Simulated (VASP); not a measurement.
A run of VASP 6.6.1 is set up as follows.

INCAR

```
SYSTEM = Ti
ALGO = Fast ; EDIFF = 1E-6
ENCUT = 520 ; ISIF = 2
ISMEAR = 0 ; LASPH = .TRUE.
LCHARG = .FALSE. ; LREAL = .FALSE.
LWAVE = .FALSE. ; NBANDS = 12
NELM = 80 ; PREC = Accurate
SIGMA = 0.15
```

File KPOINTS:

```
k-points
0
G
  22 22 22
  0 0 0
```

POSCAR

```
Ti
1.0
    0.0000000000      2.1611506480      1.7142246940
    2.1611506480      0.0000000000      1.7142246940
    2.1611506480      2.1611506480      0.0000000000
Ti
1
Direct
    0.0000000000      0.0000000000      0.0000000000
```

Potentials or basis: VASP PAW LDA potentials, release 64 (Ti_sv).

The run is started by

```console
$ cat potpaw_LDA.64/Ti_sv/POTCAR > POTCAR
$ mpirun -np 1 vasp_std > vasp.out
```

Q: Predict the pressure.

A: -0.9 GPa.

Q: Estimate the band gap on the k mesh.

A: Zero (bands 6 and 7 overlap by 1.65 eV).

Stress tensor (GPa, compression positive):
```
-1.35  0.00  0.00
 0.00 -1.35  0.00
 0.00  0.00  0.02
```
